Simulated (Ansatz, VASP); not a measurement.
**Two plane-wave programs on ZrTi3C2**

```
Zr Ti C
1.0
     4.14673    0.00000    0.00000
     0.00000    4.14673    0.00000
     0.00000    0.00000    5.28736
Zr Ti C
1 3 2
Direct
  0.50000 0.50000 0.00000
  0.00000 0.50000 0.50000
  0.50000 0.00000 0.50000
  0.00000 0.00000 0.00000
  0.00000 0.00000 0.62975
  0.00000 0.00000 0.37025
```

Alike in both runs: functional PBE; k mesh 4 × 4 × 4; occupations gaussian, width 0.1 eV; no spin polarisation.

Ansatz relaxed the structure, and its values are those at the end. VASP's run is a single point on that final structure, the one shown.

```csv
,VASP,Ansatz
version,VASP 6.6.1,Ansatz 0.2.0
potentials or method,"VASP PAW PBE potentials, release 64 (Zr_sv, Ti_sv, C), cutoff 520 eV","scalar-relativistic, plane waves, PAW"
valence electrons in the cell,56,56
```

```tsv
	VASP	Ansatz	Ansatz less VASP
gap on the k mesh at the Fermi level (eV)	none	none	-
pressure (GPa)	0.1	0.0	-0.15
rms of the force components (eV/Å)	0.025	0.005	-0.0206
```

A gap of «none» marks a metal or a gap that the smearing closes.

The k mesh is coarse, so the values compare programs but aren't converged.
